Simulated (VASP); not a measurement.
CdSi22O48 (a cell with a defect), 71 atoms in the cell. The cell holds a defect, 71 atoms: a = 8.389 Å, b = 8.389 Å, c = 8.036 Å, α = 90.00°, β = 90.00°, γ = 90.00°. 

```yaml
Program: VASP 6.6.1
Task: single point
Functional: PBEsol
Potentials_or_basis: VASP PAW PBE potentials, release 64 (Si, Cd, O)
Cutoff: 520 eV
k_mesh: 1 × 1 × 1, shifted
Occupations: fermi-dirac, width 0.05 eV
Spin: collinear spin
Dipole_correction: no
Further_INCAR_settings: LREAL = Auto; ALGO = Normal; EDIFF = 1e-06; NBANDS = 239; ISYM = -1
```

Potentials or basis: VASP PAW PBE potentials, release 64 (Si, Cd, O).

Run with:

```sh
$ cat potpaw_PBE.64/Si/POTCAR potpaw_PBE.64/Cd/POTCAR potpaw_PBE.64/O/POTCAR > POTCAR
$ mpirun -np 1 vasp_std > vasp.out
```

Hardware: 1 thread of Intel(R) Xeon(R) 6975P-C (Granite Rapids), on a shared host.

Problem. How long does it take, and how much memory?

Solution. Wall time 13 min on 1 thread of Intel(R) Xeon(R) 6975P-C (Granite Rapids), with other jobs on the host, peak memory 0.82 GiB. Counts: scf iterations 28, k points 1.
